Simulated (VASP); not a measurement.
**AlN: single point with PBE**

AlN:

```
Al N
1.0
     3.19412    0.00000    0.00000
    -1.59706    2.76619    0.00000
     0.00000    0.00000    4.14597
Al N
2 2
Direct
  0.33333 0.66667 0.75000
  0.66667 0.33333 0.25000
  0.33333 0.66667 0.25000
  0.66667 0.33333 0.75000
```

This cell differs from its parent crystal: volume 9.158 Å^3 an atom, c/a of the conventional cell 1.2980.

```json
{
 "Program": "VASP 6.6.1",
 "Task": "single point",
 "Functional": "PBE",
 "Potentials or basis": "VASP PAW PBE potentials, release 64 (Al, N)",
 "Cutoff": "520 eV",
 "k mesh": "9 × 9 × 6",
 "Occupations": "gaussian, width 0.05 eV",
 "Spin": "no spin polarisation",
 "Dipole correction": "no",
 "Further INCAR settings": "ALGO = Normal; EDIFF = 1e-06; NBANDS = 16"
}
```

The pressure is 21.4 GPa. The band gap on the k mesh is 3.84 eV, direct.

Stress tensor (GPa, compression positive):
```
25.27  0.00  0.00
 0.00 25.27  0.00
 0.00  0.00 13.58
```

Levels at points of the mesh, in eV from the valence-band top:
```csv
k point,band 5,band 6,band 7,band 8,band 9,band 10,band 11,band 12
"(0.00, 0.00, 0.00)",-3.52,-1.91,-1.91,0.00,3.84,5.14,8.78,8.78
"(0.00, 0.00, 0.50)",-2.76,-2.76,-2.76,-2.76,6.15,6.15,8.95,8.95
```

Run time: 13 s on 1 thread of Intel(R) Xeon(R) Platinum 8488C (Sapphire Rapids) (shared host), peak memory 0.15 GiB.

 A k mesh can miss the band edges.
